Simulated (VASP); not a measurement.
A run of VASP 6.6.1 is set up as follows.

File INCAR:

```
SYSTEM = Mg2Sn
  PREC = Accurate
  ENCUT = 600
  EDIFF = 1E-7
  ISMEAR = -1
  SIGMA = 0.05
  LREAL = .FALSE.
  LASPH = .TRUE.
  NELM = 120
  ALGO = Normal
  ISIF = 3
  LWAVE = .FALSE.
  LCHARG = .FALSE.
  GGA = PS
  IBRION = 2
  NSW = 100
  EDIFFG = -0.002
  GGA_COMPAT = .FALSE.
  NELMIN = 4
```

Contents of KPOINTS:

```
regular mesh
0
G
  8 8 8
  0 0 0
```

Contents of POSCAR:

```
Mg2Sn
1.0
    0.0000000000      3.3695000000      3.3695000000
    3.3695000000      0.0000000000      3.3695000000
    3.3695000000      3.3695000000      0.0000000000
Mg Sn
2 1
Direct
    0.2500000000      0.2500000000      0.2500000000
    0.7500000000      0.7500000000      0.7500000000
    0.0000000000      0.0000000000      0.0000000000
```

Potentials or basis: VASP PAW PBE potentials, release 64 (Mg, Sn_d).

Run with:

```sh
$ cat potpaw_PBE.64/Mg/POTCAR potpaw_PBE.64/Sn_d/POTCAR > POTCAR
$ mpirun -np 1 vasp_std > vasp.out
```

Question: What does it give for the relaxed volume?

Answer: 25.52 Å³/atom.

Question: Estimate the space group after relaxing (to 0.1 Å).

Answer: Fm-3m (No. 225).

Final structure:
```
Mg Sn
1.0
     0.00000    3.37040    3.37040
     3.37040    0.00000    3.37040
     3.37040    3.37040    0.00000
Mg Sn
2 1
Direct
  0.25000 0.25000 0.25000
  0.75000 0.75000 0.75000
  0.00000 0.00000 0.00000
```

Caveat: the PAW data sets were made with another functional, which shifts forces and pressure a little.
